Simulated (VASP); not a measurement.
Write the native input for VASP 6.6.1 that does the following.

| Quantity | Value |
| --- | --- |
| Task | single point |
| Functional | PBE |
| Potentials or basis | VASP PAW PBE potentials, release 64 (Ba_sv, Hf_pv, O) |
| Cutoff | 520 eV |
| k mesh | 6 × 6 × 6 |
| Occupations | gaussian, width 0.1 eV |
| Spin | no spin polarisation |
| Dipole correction | no |
| Further INCAR settings | ALGO = Normal; EDIFF = 1e-06; NBANDS = 31 |

The structure of Ba3HfO lies in POSCAR:

```
Ba3HfO
1.0
    5.9780227546      0.0000000000      0.0000000000
    0.0000000000      5.9780227546      0.0000000000
    0.0000000000      0.0000000000      5.9780227546
Ba Hf O
3 1 1
Direct
    0.5000000000      0.0000000000      0.5000000000
    0.0000000000      0.5000000000      0.5000000000
    0.5000000000      0.5000000000      0.0000000000
    0.5000000000      0.5000000000      0.5000000000
    0.0000000000      0.0000000000      0.0000000000
```

One way to write it, as run:

INCAR

```
SYSTEM = Ba3HfO
ALGO = Normal
EDIFF = 1E-6
ENCUT = 520
GGA = PE
ISIF = 2
ISMEAR = 0
LASPH = .TRUE.
LCHARG = .FALSE.
LREAL = .FALSE.
LWAVE = .FALSE.
NBANDS = 31
NELM = 100
PREC = Accurate
SIGMA = 0.1
```

KPOINTS

```
k-points
0
G
  6 6 6
  0 0 0
```

Potentials or basis: VASP PAW PBE potentials, release 64 (Ba_sv, Hf_pv, O).

Run with:

```sh
$ cat potpaw_PBE.64/Ba_sv/POTCAR potpaw_PBE.64/Hf_pv/POTCAR potpaw_PBE.64/O/POTCAR > POTCAR
$ mpirun -np 1 vasp_std > vasp.out
```

Results of the run:

The pressure is 0.5 GPa and the band gap on the k mesh is zero (band 23 reaches 2.25 eV, above the bottom of band 24 at 1.10 eV).

Caveat: spin-orbit coupling is left out, which moves the levels of the heavy elements.

Run time: 110 s on 1 thread of Intel(R) Xeon(R) Platinum 8559C (Emerald Rapids), on a shared host, peak memory 0.4 GiB.
